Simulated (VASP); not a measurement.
Cs7BiPb7Br24 (a cell with a defect): single point with PBEsol

Cs7BiPb7Br24 (a cell with a defect):

```
Cs Bi Pb Br
1.0
    11.76333    0.00000    0.00000
     0.00000   11.76333    0.00000
     0.00000    0.00000   11.76333
Cs Bi Pb Br
7 1 7 24
Direct
  0.99509 0.97916 0.50982
  0.98846 0.51641 0.01177
  0.98153 0.50290 0.50300
  0.53856 0.00283 0.97078
  0.51562 0.99460 0.49609
  0.49471 0.50671 0.00241
  0.48301 0.51520 0.50186
  0.25084 0.25228 0.25204
  0.24972 0.25110 0.75106
  0.24804 0.75372 0.24954
  0.24973 0.75081 0.75117
  0.74926 0.24874 0.24925
  0.75440 0.25236 0.74915
  0.74726 0.75010 0.24931
  0.75143 0.74740 0.75065
  0.29129 0.23906 0.01296
  0.23029 0.28541 0.49490
  0.27936 0.74702 0.00198
  0.23425 0.72410 0.49958
  0.71827 0.27711 0.00093
  0.78258 0.22612 0.49825
  0.72701 0.71854 0.00058
  0.76242 0.76889 0.49996
  0.01082 0.25940 0.23565
  0.00377 0.30969 0.76212
  0.99901 0.73370 0.25242
  0.00043 0.70005 0.75227
  0.49456 0.26185 0.28576
  0.50233 0.21051 0.72946
  0.49668 0.73679 0.27712
  0.50037 0.78683 0.73383
  0.25425 0.01184 0.28652
  0.22775 0.00304 0.71030
  0.25047 0.49549 0.22971
  0.30135 0.49937 0.75878
  0.71362 0.00128 0.23941
  0.77687 0.99946 0.75797
  0.75066 0.49818 0.27517
  0.70673 0.49895 0.72038
```

```json
{"Program": "VASP 6.6.1", "Task": "single point", "Functional": "PBEsol", "Potentials or basis": "VASP PAW PBE potentials, release 64 (Cs_sv, Bi_d, Pb_d, Br)", "Cutoff": "400 eV", "k mesh": "1 × 1 × 1, shifted", "Occupations": "fermi-dirac, width 0.05 eV", "Spin": "no spin polarisation"}
```

```yaml
Pressure: -0.7 GPa
Largest_force: 0.039 eV/Å
Band_gap_on_the_k_mesh: 2.51 eV
```

Forces on the atoms (eV/Å):
```
Cs  -0.007  0.003 -0.004
Cs  -0.017 -0.010 -0.005
Cs  -0.012  0.005  0.006
Cs  -0.008 -0.012 -0.012
Cs   0.013  0.004  0.020
Cs   0.016 -0.007  0.010
Cs   0.009 -0.014  0.001
Bi   0.022 -0.009  0.011
Pb   0.028 -0.017 -0.010
Pb   0.011  0.012  0.015
Pb   0.010  0.015 -0.014
Pb  -0.005  0.002  0.015
Pb  -0.008 -0.025 -0.014
Pb  -0.016  0.004  0.019
Pb   0.006  0.025 -0.010
Br   0.003 -0.017 -0.028
Br  -0.001  0.002  0.028
Br   0.006  0.023 -0.008
Br  -0.007 -0.002  0.013
Br  -0.004  0.003 -0.009
Br   0.009 -0.013  0.012
Br  -0.012 -0.011 -0.007
Br   0.005 -0.005 -0.001
Br  -0.022  0.005 -0.024
Br   0.013  0.003  0.016
Br  -0.007 -0.001 -0.016
Br  -0.004  0.005  0.012
Br   0.016  0.006  0.020
Br  -0.028  0.019 -0.001
Br   0.001  0.004 -0.004
Br  -0.004 -0.007 -0.017
Br   0.004 -0.018  0.017
Br   0.007 -0.017  0.009
Br   0.001  0.032 -0.023
Br  -0.026  0.015  0.006
Br   0.010 -0.022 -0.015
Br  -0.010 -0.011 -0.005
Br  -0.003  0.015 -0.006
Br   0.011  0.016  0.004
```

Stress tensor (GPa, compression positive):
```
-0.73  0.00  0.00
 0.00 -0.74 -0.02
 0.00 -0.02 -0.63
```

Levels at points of the mesh, in eV from the valence-band top:
```tsv
k point	band 168	band 169	band 170	band 171	band 172	band 173	band 174	band 175	band 176	band 177
(0.25, 0.25, 0.25)	-0.52	-0.39	-0.30	-0.27	0.00	2.51	2.54	2.59	3.28	3.29
```

Run time: 4.9 min on 1 thread of Intel(R) Xeon(R) Platinum 8488C (Sapphire Rapids) (shared host), peak memory 1 GiB.

Caveat: the PAW data sets were made with another functional, which shifts forces and pressure a little; spin-orbit coupling is left out, which moves the levels of the heavy elements.
